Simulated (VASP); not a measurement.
Au:

```
CELL_PARAMETERS angstrom
2.90000 0.00000 0.00000
-1.45000 2.51147 0.00000
0.00000 0.00000 4.88000
ATOMIC_POSITIONS crystal
Au 0.33333 0.66667 0.75000
Au 0.66667 0.33333 0.25000
```

This isn't the form of Au at room conditions, which is fcc.

| Property | Result |
| --- | --- |
| Program | VASP 6.6.1 |
| Task | relaxation of cell and atoms |
| Functional | LDA |
| Potentials or basis | VASP PAW LDA potentials, release 64 (Au_sv_GW) |
| Cutoff | 540 eV |
| k mesh | 9 × 9 × 4 |
| Occupations | gaussian, width 0.1 eV |
| Spin | no spin polarisation |

At the start: pressure -10.5 GPa; volume 17.77 Å³/atom.

Problem. Where does the relaxation end?

Solution. Over 6 steps the energy falls by 39.3 meV/atom and the volume is 16.64 Å³/atom (-6.4 %); space group P6_3/mmc (No. 194, to 0.1 Å) before and after.

Step by step:
| step | energy change (eV) | largest force (eV/Å) | pressure (GPa) | volume (Å³) |
| --- | --- | --- | --- | --- |
| 1 | 0.0000 | 0.0000 | -10.53 | 35.54 |
| 2 | 0.1937 | 0.0000 | 28.36 | 29.87 |
| 3 | -0.0777 | 0.0000 | -0.34 | 33.39 |
| 4 | -0.0778 | 0.0000 | -0.06 | 33.34 |
| 5 | -0.0778 | 0.0000 | 0.19 | 33.29 |
| 6 | -0.0785 | 0.0000 | 0.18 | 33.28 |

Final structure:
```xyz
2
Lattice="2.8436 0.0000 0.0000 -1.4218 2.4626 0.0000 0.0000 0.0000 4.7526" Properties=species:S:1:pos:R:3 pbc="T T T"
Au    0.0000    1.6417    3.5644
Au    1.4218    0.8209    1.1881
```
